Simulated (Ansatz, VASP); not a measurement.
## One calculation of C, two programs

```
CELL_PARAMETERS angstrom
0.00000 1.77744 1.77744
1.77744 0.00000 1.77744
1.77744 1.77744 0.00000
ATOMIC_POSITIONS crystal
C 0.50000 0.50000 0.50000
C 0.75000 0.75000 0.75000
```

Change from the starting cell: volume scaled by 0.99, PAW files.

Alike in both runs: task electric field gradients; functional LDA; k mesh 16 × 16 × 16; occupations fermi-dirac, width 0.03 eV; no spin polarisation.

```csv
,VASP,Ansatz
version,VASP 6.6.1,Ansatz 0.2.0
potentials or method,"VASP PAW LDA potentials, release 64 (C)","PAW with Ansatz's default frozen-core files, scalar-relativistic"
plane-wave cutoff (eV),520,420
valence electrons in the cell,8,8
```

VASP gave:

- gap on the k mesh at the Fermi level (eV): 4.12
- pressure (GPa): -7.3

Problem. What did Ansatz give for the same quantities?

Solution. gap on the k mesh at the Fermi level (eV): 4.13; pressure (GPa): -8.8.

LDA's correlation is that of Perdew and Zunger in VASP and of Perdew and Wang (1992) in Ansatz.
